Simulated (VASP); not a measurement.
# InSb (I-4m2) in VASP: notebook

Runs on InSb. Level: PBE. Tasks: single point.

Everything below comes from runs of VASP 6.6.1. Logs are shortened: lines on timing, memory, paths and dates and some standing lists are left out, and cuts for length are marked.

### Step 1. The cell of the first run

It takes space group I-4m2 (No. 119, tetragonal). The conventional cell has a = 5.620 Å, b = 5.620 Å, c = 2.977 Å, α = 90.00°, β = 90.00°, γ = 90.00°. In (site symmetry -4m2) has 8 Sb at 2.91 to 3.59 Å and 2 In at 2.98 Å within 3.8 Å. Sb (site symmetry -4m2) has 8 In at 2.91 to 3.59 Å and 2 Sb at 2.98 Å within 3.8 Å.

### Step 2. Single point, PBE

INCAR

```
SYSTEM = InSb
  PREC = Accurate
  ENCUT = 520
  EDIFF = 1E-7
  ISMEAR = 0
  SIGMA = 0.15
  LREAL = .FALSE.
  LASPH = .TRUE.
  NELM = 100
  ALGO = Normal
  ISIF = 2
  LWAVE = .FALSE.
  LCHARG = .TRUE.
  GGA = PE
  LELF = .TRUE.
  LVHAR = .TRUE.
  NBANDS = 16
```

KPOINTS

```
Automatic mesh
0
G
  16 16 16
  0 0 0
```

POSCAR

```
InSb
1.0
   -2.8102500000      2.8102500000      1.4883500000
    2.8102500000     -2.8102500000      1.4883500000
    2.8102500000      2.8102500000     -1.4883500000
In Sb
1 1
Direct
    0.2500000000      0.7500000000      0.5000000000
    0.0000000000      0.0000000000      0.0000000000
```

Potentials or basis: VASP PAW PBE potentials, release 64 (In_d, Sb).

Command:

```console
$ cat potpaw_PBE.64/In_d/POTCAR potpaw_PBE.64/Sb/POTCAR > POTCAR
$ mpirun -np 1 vasp_std > vasp.out
```

OUTCAR:

```text
SYSTEM = InSb
   PREC = Accurate
   ENCUT = 520
   EDIFF = 1E-7
   ISMEAR = 0
   LREAL = .FALSE.
   LASPH = .TRUE.
   NELM = 100
   ISIF = 2
   GGA = PE

 ion  position               nearest neighbor table
   1  0.250  0.750  0.500-   2 2.91   2 2.91   2 2.91   2 2.91   2 3.59   2 3.59   2 3.59   2 3.59

   2  0.000  0.000  0.000-   1 2.91   1 2.91   1 2.91   1 2.91   1 3.59   1 3.59   1 3.59   1 3.59

  LATTYP: Found a body centered tetragonal cell.
 ALAT       =     5.6205000000
 C/A-ratio  =     0.5296148030

  Lattice vectors:

 A1 = (  -2.8102500000,   2.8102500000,   1.4883500000)
 A2 = (   2.8102500000,  -2.8102500000,   1.4883500000)
 A3 = (   2.8102500000,   2.8102500000,  -1.4883500000)

Analysis of symmetry for initial positions (statically):
=====================================================================
 Subroutine PRICEL returns:
 Original cell was already a primitive cell.

 Routine SETGRP: Setting up the symmetry group for a
 body centered tetragonal supercell.

 Subroutine GETGRP returns: Found  8 space group operations
 (whereof  8 operations were pure point group operations)
 out of a pool of 16 trial point group operations.

The static configuration has the point symmetry D_2d.

Analysis of symmetry for dynamics (positions and initial velocities):
=====================================================================
 Subroutine PRICEL returns:
 Original cell was already a primitive cell.

 Routine SETGRP: Setting up the symmetry group for a
 body centered tetragonal supercell.

 Subroutine GETGRP returns: Found  8 space group operations
 (whereof  8 operations were pure point group operations)
 out of a pool of 16 trial point group operations.

The dynamic configuration has the point symmetry D_2d.

 Subroutine INISYM returns: Found  8 space group operations
 (whereof  8 operations are pure point group operations),
 and found     1 'primitive' translations

----------------------------------------------------------------------------------------

                                     Primitive cell

  volume of cell :      47.0170

  direct lattice vectors                    reciprocal lattice vectors
    -2.810250000  2.810250000  1.488350000     0.000000000  0.177920114  0.335942487
     2.810250000 -2.810250000  1.488350000     0.177920114  0.000000000  0.335942487
     2.810250000  2.810250000 -1.488350000     0.177920114  0.177920114  0.000000000

  length of vectors
     4.243842109  4.243842109  4.243842109     0.380148552  0.380148552  0.251617038

  position of ions in fractional coordinates (direct lattice)
     0.250000000  0.750000000  0.500000000
     0.000000000  0.000000000  0.000000000

  ion indices of the primitive-cell ions
   primitive index   ion index
                 1           1
                 2           2

----------------------------------------------------------------------------------------

 KPOINTS: Automatic mesh

Automatic generation of k-mesh.
 Grid dimensions read from file:
 generate k-points for:   16   16   16

 Generating k-lattice:

  Cartesian coordinates                     Fractional coordinates (reciprocal lattice)
     0.000000000  0.011120007  0.020996405     0.062500000 -0.000000000  0.000000000
     0.011120007  0.000000000  0.020996405    -0.000000000  0.062500000  0.000000000
     0.011120007  0.011120007  0.000000000     0.000000000  0.000000000  0.062500000

  Length of vectors
     0.023759284  0.023759284  0.015726065

  Shift w.r.t. Gamma in fractional coordinates (k-lattice)
     0.000000000  0.000000000  0.000000000

 Subroutine IBZKPT returns following result:
 ===========================================

 Found    349 irreducible k-points:

 Following reciprocal coordinates:
            Coordinates               Weight
  0.000000  0.000000  0.000000      1.000000
  0.062500 -0.000000  0.000000      8.000000
  0.125000 -0.000000  0.000000      8.000000
  0.187500 -0.000000  0.000000      8.000000
  0.250000 -0.000000  0.000000      8.000000
  0.312500 -0.000000  0.000000      8.000000
[... 16 lines left out ...]
 -0.125000  0.062500 -0.000000     16.000000
 -0.062500  0.062500  0.000000      4.000000
 [... further k-points ...]
   k-points           NKPTS =    349   k-points in BZ     NKDIM =    349   number of bands    NBANDS=     16
   number of dos      NEDOS =    301   number of ions     NIONS =      2
   total plane-waves  NPLWV =  32768
   dimension x,y,z NGX =    32 NGY =   32 NGZ =   32
   dimension x,y,z NGXF=    64 NGYF=   64 NGZF=   64
   ions per type =               1   1
   NGX,Y,Z   is equivalent  to a cutoff of  12.54, 12.54, 12.54 a.u.
   NGXF,Y,Z  is equivalent  to a cutoff of  25.07, 25.07, 25.07 a.u.
 SYSTEM =  InSb
   PREC   = accura    normal or accurate (medium, high low for compatibility)
   ISTART =      0    job   : 0-new  1-cont  2-samecut
   ICHARG =      2    charge: 1-file 2-atom 10-const
   ISPIN  =      1    spin polarized calculation?
   LNONCOLLINEAR =      F non collinear calculations
   LSORBIT =      F    spin-orbit coupling
   LASPH  =      T    aspherical Exc in radial PAW
   ENCUT  =  520.0 eV  38.22 Ry    6.18 a.u.   7.89  7.89  7.89*2*pi/ulx,y,z
   NELM   =    100;   NELMIN=  2; NELMDL= -5     # of ELM steps
   EDIFF  = 0.1E-06   stopping-criterion for ELM
   LREAL  =      F    real-space projection
   EDIFFG = 0.1E-05   stopping-criterion for IOM
   NSW    =      0    number of steps for IOM
   IBRION =     -1    ionic relax: 0-MD 1-quasi-New 2-CG
   NFREE  =      0    steps in history (QN), initial steepest desc. (CG)
   ISIF   =      2    stress and relaxation
   ISYM   =      2    0-nonsym 1-usesym 2-fastsym
   POTIM  = 0.5000    time-step for ionic-motion
   TEBEG  =    0.0;   TEEND  =   0.0 temperature during run
   PSTRESS=    0.0 pullay stress
   NELECT =      18.0000    total number of electrons
   NUPDOWN=      -1.0000    fix difference up-down
   EMIN   =  10.00;   EMAX   =-10.00  energy-range for DOS
   EFERMI =   0.00;   METHOD = LEGACY
   ISMEAR =     0;   SIGMA  =   0.15  broadening in eV -4-tet -1-fermi 0-gaus
   EFERMI_NEDOS =   21; number of points for ismear=-14 and -15
   IALGO  =     38    algorithm
   IMIX   =      4    mixing-type and parameters
     AMIX     =   0.40;   BMIX     =  1.00
     AMIX_MAG =   1.60;   BMIX_MAG =  1.00
  volume/ion in A,a.u.               =      23.51       158.64
  Fermi-wavevector in a.u.,A,eV,Ry     =   1.188723  2.246361 19.225881  1.413062
  Thomas-Fermi vector in A             =   2.324846
   LORBIT       =      0    0 simple, 1 ext, 2 COOP (PROOUT), +10 PAW based schemes
   GGA     = PE    functional components
   LHFCALC =     F    Hartree Fock is set to
   AEXX    =    0.0000 exact exchange contribution
   IVDW    =     0    specifies the selected vdW correction
   LEPSILON=     F    determine dielectric tensor
   LRPA    =     F    only Hartree local field effects (RPA)
 non-spin polarized calculation
 Gauss-broadening in eV      SIGMA  =   0.15
  energy-cutoff  :      520.00
  volume of cell :       47.02
 maximum number of plane-waves:      1286
   NGX = 15   NGY = 15   NGZ = 15

 number of electron      18.0000007 magnetization

 Free energy of the ion-electron system (eV)
  ---------------------------------------------------
  ext. energy  EPLUGINS =         0.00000000
  ---------------------------------------------------
  free energy    TOTEN  =        -6.34977741 eV

  energy without entropy =       -6.34252294  energy(sigma->0) =       -6.34615017

 E-fermi :   9.5435     XC(G=0): -10.7317

 val. band max:        9.5363002794   @ k =   0.1875   0.0625   0.0625
 cond. band min:       9.5440650128   @ k =  -0.2500   0.1250  -0.0000
 fundamental gap:      0.0077647334
 Fermi energy:         9.5434759856

 k-point     1 :       0.0000    0.0000    0.0000
  band No.  band energies     occupation
      1      -5.7086      2.00000
      2      -5.3230      2.00000
      3      -5.3164      2.00000
      4      -5.1211      2.00000
      5      -5.1211      2.00000
      6      -3.1853      2.00000
[... 8 lines left out ...]
     15      19.7139      0.00000
     16      20.6985      0.00000

 k-point     2 :       0.0625   -0.0000    0.0000
  band No.  band energies     occupation
      1      -5.6825      2.00000
      2      -5.3195      2.00000
      3      -5.3171      2.00000
      4      -5.1337      2.00000
      5      -5.1337      2.00000
      6      -3.0977      2.00000
[... 8 lines left out ...]
     15      19.7410      0.00000
     16      19.9905      0.00000

 k-point     3 :       0.1250   -0.0000    0.0000
  band No.  band energies     occupation
      1      -5.6078      2.00000
      2      -5.3192      2.00000
      3      -5.3098      2.00000
      4      -5.1696      2.00000
      5      -5.1689      2.00000
      6      -2.8343      2.00000
[... 8 lines left out ...]
     15      18.7277      0.00000
     16      18.8889      0.00000

 k-point     4 :       0.1875   -0.0000    0.0000
  band No.  band energies     occupation
      1      -5.4956      2.00000
      2      -5.3226      2.00000
      3      -5.2968      2.00000
      4      -5.2226      2.00000
      5      -5.2198      2.00000
      6      -2.3950      2.00000
[... 8 lines left out ...]
     15      18.0149      0.00000
     16      18.3416      0.00000
[... 324 lines left out ...]
 k-point    22 :      -0.1875    0.0625   -0.0000
  band No.  band energies     occupation
      1      -5.6051      2.00000
      2      -5.3265      2.00000
      3      -5.3060      2.00000
      4      -5.1702      2.00000
      5      -5.1673      2.00000
      6      -2.7345      2.00000
[... 8 lines left out ...]
     15      18.7752      0.00000
     16      19.4272      0.00000

 k-point    23 :      -0.1250    0.0625   -0.0000
  band No.  band energies     occupation
      1      -5.6806      2.00000
      2      -5.3222      2.00000
      3      -5.3165      2.00000
      4      -5.1341      2.00000
      5      -5.1322      2.00000
      6      -3.0315      2.00000
[... 8 lines left out ...]
     15      19.8719      0.00000
     16      20.1604      0.00000

 k-point    24 :      -0.0625    0.0625    0.0000
  band No.  band energies     occupation
      1      -5.7077      2.00000
      2      -5.3214      2.00000
      3      -5.3190      2.00000
      4      -5.1213      2.00000
      5      -5.1203      2.00000
      6      -3.1523      2.00000
[... 8 lines left out ...]
     15      19.7242      0.00000
     16      20.5120      0.00000

 [... further k-points ...]
[... 5 lines left out ...]
  --------------------------------------------------------------------------------------
  -------------------------------------------------------------------------------------
  Total        3.7872049      3.7872049      4.5255527      0.0000000     -0.0000000      0.0000000
  in kB      129.0548720    129.0548720    154.2152193      0.0000000     -0.0000000      0.0000000
  external PRESSURE =     137.4416544 kB  Pullay stress =       0.0000000 kB

 VOLUME and BASIS-vectors are now :
 -----------------------------------------------------------------------------
  energy-cutoff  :      520.00
  volume of cell :       47.02
      direct lattice vectors                 reciprocal lattice vectors
    -2.810250000  2.810250000  1.488350000     0.000000000  0.177920114  0.335942487
     2.810250000 -2.810250000  1.488350000     0.177920114  0.000000000  0.335942487
     2.810250000  2.810250000 -1.488350000     0.177920114  0.177920114  0.000000000

 POSITION                                       TOTAL-FORCE (eV/Angst)
 -----------------------------------------------------------------------------------
      2.81025      0.00000      0.74418        -0.000000      0.000000      0.000000
      0.00000      0.00000      0.00000         0.000000     -0.000000     -0.000000
 -----------------------------------------------------------------------------------
    total drift:                               -0.000000      0.000000     -0.000000

  FREE ENERGIE OF THE ION-ELECTRON SYSTEM (eV)
  ---------------------------------------------------
  free  energy   TOTEN  =        -6.3497774056 eV

  energy  without entropy=       -6.3425229382  energy(sigma->0) =       -6.34615017
```

It took 1.9 min on 1 thread of Intel Xeon Platinum 8488C (Sapphire Rapids), shared host; peak memory 0.39 GiB.

What came out:

- Free energy: -6.3498 eV
- Pressure: 13.7 GPa
- Band gap on the k mesh: zero (bands 9 and 10 overlap by 4.84 eV)

Levels at points of the mesh, in eV from the Fermi level:
| k point | band 6 | band 7 | band 8 | band 9 | band 10 | band 11 | band 12 | band 13 |
| --- | --- | --- | --- | --- | --- | --- | --- | --- |
| (0.00, 0.00, 0.00) | -12.73 | -3.21 | -2.74 | -2.74 | 2.81 | 6.20 | 6.91 | 6.91 |
| (0.50, 0.00, 0.00) | -8.14 | -5.81 | -2.38 | -1.48 | -1.40 | 2.30 | 3.35 | 5.56 |
| (0.50, 0.50, 0.00) | -11.35 | -8.57 | -0.68 | 1.46 | 1.53 | 2.07 | 5.36 | 8.66 |
| (0.50, 0.50, 0.50) | -9.93 | -6.13 | -5.77 | -5.77 | 4.87 | 6.68 | 10.12 | 10.12 |

Caveat: the cell stands under pressure; spin-orbit coupling is left out, which moves the levels of the heavy elements.

### Step 3. Single point, PBE

This run uses another cell than the first one, of 24.09 Å³/atom.

INCAR

```
PREC = Accurate
ENCUT = 520
EDIFF = 1E-6
ISMEAR = 0
SIGMA = 0.15
LREAL = F
LASPH = T
NELM = 100
ALGO = Normal
ISIF = 2
LWAVE = F
LCHARG = F
GGA = PE
NBANDS = 16
```

KPOINTS

```
Automatic mesh
0
Gamma
  16 16 16
```

POSCAR

```
InSb
1.0
   -2.9088500000      2.9088500000      1.4236000000
    2.9088500000     -2.9088500000      1.4236000000
    2.9088500000      2.9088500000     -1.4236000000
In Sb
1 1
Direct
    0.2500000000      0.7500000000      0.5000000000
    0.0000000000      0.0000000000      0.0000000000
```

Potentials or basis: VASP PAW PBE potentials, release 64 (In_d, Sb).

Command:

```console
$ cat potpaw_PBE.64/In_d/POTCAR potpaw_PBE.64/Sb/POTCAR > POTCAR
$ mpirun -np 1 vasp_std > vasp.out
```

OUTCAR:

```text
PREC = Accurate
   ENCUT = 520
   EDIFF = 1E-6
   ISMEAR = 0
   LREAL = F
   LASPH = T
   NELM = 100
   ISIF = 2
   GGA = PE

 ion  position               nearest neighbor table
   1  0.250  0.750  0.500-   2 2.99   2 2.99   2 2.99   2 2.99   2 3.61   2 3.61   2 3.61   2 3.61

   2  0.000  0.000  0.000-   1 2.99   1 2.99   1 2.99   1 2.99   1 3.61   1 3.61   1 3.61   1 3.61

  LATTYP: Found a body centered tetragonal cell.
 ALAT       =     5.8177000000
 C/A-ratio  =     0.4894030287

  Lattice vectors:

 A1 = (  -2.9088500000,   2.9088500000,   1.4236000000)
 A2 = (   2.9088500000,  -2.9088500000,   1.4236000000)
 A3 = (   2.9088500000,   2.9088500000,  -1.4236000000)

Analysis of symmetry for initial positions (statically):
=====================================================================
 Subroutine PRICEL returns:
 Original cell was already a primitive cell.

 Routine SETGRP: Setting up the symmetry group for a
 body centered tetragonal supercell.

 Subroutine GETGRP returns: Found  8 space group operations
 (whereof  8 operations were pure point group operations)
[... 158 lines left out ...]
  ext. energy  EPLUGINS =         0.00000000
  ---------------------------------------------------
  free energy    TOTEN  =        -6.30859893 eV

  energy without entropy =       -6.29958333  energy(sigma->0) =       -6.30409113

 E-fermi :   9.1458     XC(G=0): -10.6054

 val. band max:        9.1408623134   @ k =  -0.1875  -0.3750   0.0625
 cond. band min:       9.1461897321   @ k =   0.3750   0.1250   0.0000
 fundamental gap:      0.0053274188
 Fermi energy:         9.1458076911

 k-point     1 :       0.0000    0.0000    0.0000
  band No.  band energies     occupation
      1      -6.1644      2.00000
      2      -5.6112      2.00000
      3      -5.6073      2.00000
      4      -5.3555      2.00000
      5      -5.3555      2.00000
      6      -3.4496      2.00000
[... 433 lines left out ...]
      3      -5.6093      2.00000
      4      -5.3556      2.00000
      5      -5.3551      2.00000
      6      -3.4205      2.00000
[... 8 lines left out ...]
     15      19.3827      0.00000
     16      21.2638      0.00000

 [... further k-points ...]
[... 5 lines left out ...]
  --------------------------------------------------------------------------------------
  -------------------------------------------------------------------------------------
  Total        2.2980327      2.2980327      6.6305458      0.0000000      0.0000000      0.0000000
  in kB       76.4145688     76.4145688    220.4800180      0.0000000      0.0000000      0.0000000
  external PRESSURE =     124.4363852 kB  Pullay stress =       0.0000000 kB

 VOLUME and BASIS-vectors are now :
 -----------------------------------------------------------------------------
  energy-cutoff  :      520.00
  volume of cell :       48.18
      direct lattice vectors                 reciprocal lattice vectors
    -2.908850000  2.908850000  1.423600000     0.000000000  0.171889235  0.351222253
     2.908850000 -2.908850000  1.423600000     0.171889235  0.000000000  0.351222253
     2.908850000  2.908850000 -1.423600000     0.171889235  0.171889235  0.000000000

 POSITION                                       TOTAL-FORCE (eV/Angst)
 -----------------------------------------------------------------------------------
      2.90885      0.00000      0.71180         0.000000     -0.000000      0.000000
      0.00000      0.00000      0.00000        -0.000000      0.000000     -0.000000
 -----------------------------------------------------------------------------------
    total drift:                               -0.000000      0.000000     -0.000000

  FREE ENERGIE OF THE ION-ELECTRON SYSTEM (eV)
  ---------------------------------------------------
  free  energy   TOTEN  =        -6.3085989306 eV

  energy  without entropy=       -6.2995833281  energy(sigma->0) =       -6.30409113
```

Wall time 93 s (1 thread of Intel Xeon Platinum 8488C (Sapphire Rapids), shared host); peak memory 0.4 GiB.

Results:

```yaml
Free_energy: -6.3086 eV
Pressure: 12.4 GPa
Band_gap_on_the_k_mesh: zero (bands 9 and 10 overlap by 4.05 eV)
```

Stress tensor (GPa, compression positive):
```
 7.64  0.00  0.00
 0.00  7.64  0.00
 0.00  0.00 22.05
```

Caveat: the cell stands under pressure; spin-orbit coupling is left out, which moves the levels of the heavy elements.

### Step 4. Single point, PBE

This run uses another cell than the first one, of 24.34 Å³/atom.

INCAR

```
PREC = Accurate ; ENCUT = 520
EDIFF = 1E-7 ; ISMEAR = 0
SIGMA = 0.15 ; LREAL = False
LASPH = True ; NELM = 100
ALGO = Normal ; ISIF = 2
LWAVE = False ; LCHARG = False
GGA = PE ; NBANDS = 16
```

KPOINTS

```
regular mesh
0
Gamma
  16 16 16
```

POSCAR

```
InSb
1.0
   -2.8595500000      2.8595500000      1.4883500000
    2.8595500000     -2.8595500000      1.4883500000
    2.8595500000      2.8595500000     -1.4883500000
In Sb
1 1
Direct
    0.2500000000      0.7500000000      0.5000000000
    0.0000000000      0.0000000000      0.0000000000
```

Command:

```console
$ cat potpaw_PBE.64/In_d/POTCAR potpaw_PBE.64/Sb/POTCAR > POTCAR
$ mpirun -np 1 vasp_std > vasp.out
```

Wall time 1.7 min (1 thread of Intel Xeon Platinum 8488C (Sapphire Rapids), shared host); peak memory 0.41 GiB.

It converged, with:

* Free energy: -6.4622 eV
* Pressure: 10.4 GPa
* Band gap on the k mesh: zero (bands 9 and 10 overlap by 4.58 eV)

Stress tensor (GPa, compression positive):
```
 8.78  0.00  0.00
 0.00  8.78  0.00
 0.00  0.00 13.50
```

Levels at points of the mesh, in eV from the Fermi level:
```csv
k point,band 6,band 7,band 8,band 9,band 10,band 11,band 12,band 13
"(0.00, 0.00, 0.00)",-12.43,-3.44,-2.66,-2.66,2.84,6.28,6.60,6.60
"(0.50, 0.00, 0.00)",-7.95,-5.56,-2.31,-1.35,-1.30,2.41,3.26,5.40
"(0.50, 0.50, 0.00)",-11.16,-8.32,-0.73,1.35,1.48,1.83,5.54,8.90
"(0.50, 0.50, 0.50)",-9.91,-6.06,-5.53,-5.53,5.09,6.98,9.57,9.57
```

Caveat: the cell stands under pressure; spin-orbit coupling is left out, which moves the levels of the heavy elements.

[end of part 1 of 2]
